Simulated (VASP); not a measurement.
Runs of VASP 6.6.1 on Au. Symmetry: P6_3/mmc, No. 194, hexagonal system. The conventional cell has a = 2.900 Å, b = 2.900 Å, c = 4.880 Å, α = 90.00°, β = 90.00°, γ = 120.00°. Au (site symmetry -6m2) has 12 Au at 2.90 to 2.96 Å within 3.8 Å. 

```csv
k mesh,gap on the mesh (eV),pressure (GPa)
3 × 3 × 2,none,-7.6
5 × 5 × 3,none,-7.1
7 × 7 × 4,none,(a)
9 × 9 × 5,none,-6.9
```

Alike in all rows: task single point; level PBEsol; potentials or basis VASP PAW PBE potentials, release 64 (Au); no spin polarisation; cell as given; cutoff (eV) 520; smearing fermi-dirac 0.1 eV.

Q: Estimate the missing entries.

A: (a) -7.2.

Caveats: some runs use coarse meshes; the PAW data sets were made with another functional, which shifts forces and pressure a little; spin-orbit coupling is left out, which moves the levels of the heavy elements.

A k mesh can miss the band edges, and the runs leave out spin-orbit coupling on Au.

A gap of «none» marks levels without a gap at the run's occupations.
